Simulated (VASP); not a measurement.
Wanted: the native input for a VASP 6.6.1 run.

```
Task                   : single point
Functional             : PBE
Potentials or basis    : VASP PAW PBE potentials, release 64 (Hf_pv, N, C)
Cutoff                 : 520 eV
k mesh                 : 2 × 2 × 2
Occupations            : gaussian, width 0.02 eV
Spin                   : no spin polarisation
Dipole correction      : no
Further INCAR settings : LREAL = Auto; ALGO = Normal; EDIFF = 1e-06; NBANDS = 70
```

The structure of Hf8CN6 (a cell with a defect) lies in POSCAR:

```
Hf8CN6
1.0
   -3.1339080000     -5.4280880000      0.0000000000
    4.7008620000     -2.7140440000      0.0000000000
    0.0000000000      0.0000000000      5.4167680000
Hf N C
8 6 1
Direct
    0.4996601146      0.6342870373      0.7488524522
    0.4994796382      0.3441088537      0.2420299337
    0.2250754945      0.1816036916      0.7504419610
    0.2472766274      0.8303968934      0.2428034577
   -0.0006599898      0.6719992317      0.7500496606
   -0.0003168369      0.3279456113      0.2508780143
    0.7728287578      0.1807069058      0.7502820870
    0.7523742041      0.8294679863      0.2429515165
    0.7532910285      0.5022884698     -0.0010471189
    0.7529343879      0.5031498695      0.5011167176
    0.2458591774      0.5035208528     -0.0010522880
    0.2462877872      0.5043028845      0.5012549919
   -0.0007221345     -0.0051212104      0.0001750121
   -0.0005398164     -0.0075945082      0.4998892328
    0.4986410100      0.0011281017     -0.1656406551
```

These files were run (other wordings do the same):

INCAR

```
PREC = Accurate
ENCUT = 520
EDIFF = 1E-6
ISMEAR = 0
SIGMA = 0.02
LREAL = Auto
LASPH = True
NELM = 80
ALGO = Normal
ISIF = 2
LWAVE = False
LCHARG = True
GGA = PE
LELF = True
LVHAR = True
NBANDS = 70
```

KPOINTS

```
Automatic mesh
0
Gamma
  2 2 2
```

Potentials or basis: VASP PAW PBE potentials, release 64 (Hf_pv, N, C).

Launch:

```sh
$ cat potpaw_PBE.64/Hf_pv/POTCAR potpaw_PBE.64/N/POTCAR potpaw_PBE.64/C/POTCAR > POTCAR
$ mpirun -np 1 vasp_std > vasp.out
```

Results of the run:

* Pressure: 13.4 GPa
* Largest force: 3.547 eV/Å
* Band gap on the k mesh: zero (bands 57 and 58 overlap by 0.20 eV)

Caveat: the k points lie up to 0.58 Å⁻¹ apart; spin-orbit coupling is left out, which moves the levels of the heavy elements.

It took 2.2 min on 1 thread of AMD EPYC 9R45 96-Core Processor (Zen 5) (shared host), peak memory 0.27 GiB.
